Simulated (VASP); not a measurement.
Input of a VASP 6.6.1 run:

Contents of INCAR:

```
SYSTEM = Ge
  ALGO = Normal
  EDIFF = 1E-7
  ENCUT = 520
  GGA = PE
  ISIF = 2
  ISMEAR = -1
  LASPH = .TRUE.
  LCHARG = .TRUE.
  LELF = .TRUE.
  LREAL = .FALSE.
  LVHAR = .TRUE.
  LWAVE = .FALSE.
  NBANDS = 21
  NELM = 60
  PREC = Accurate
  SIGMA = 0.05
```

KPOINTS

```
k-points
0
G
  10 10 10
  0 0 0
```

The input POSCAR:

```
Ge
1.0
    0.0000000000      2.8853454000      2.8287700000
    2.8853454000      0.0000000000      2.8287700000
    2.8853454000      2.8853454000      0.0000000000
Ge
2
Direct
    0.5000000000      0.5000000000      0.5000000000
    0.7500000000      0.7500000000      0.7500000000
```

Potentials or basis: VASP PAW PBE potentials, release 64 (Ge_d).

Command:

```bash
$ cat potpaw_PBE.64/Ge_d/POTCAR > POTCAR
$ mpirun -np 1 vasp_std > vasp.out
```

(1) What does it give for the band gap on the k mesh?

(2) Predict the pressure.

## Answers

(1) 0.11 eV (least direct gap 0.15 eV).

(2) 0.8 GPa.

Caveat: the cell differs from its parent crystal (equal xx and yy strain of +2 %).
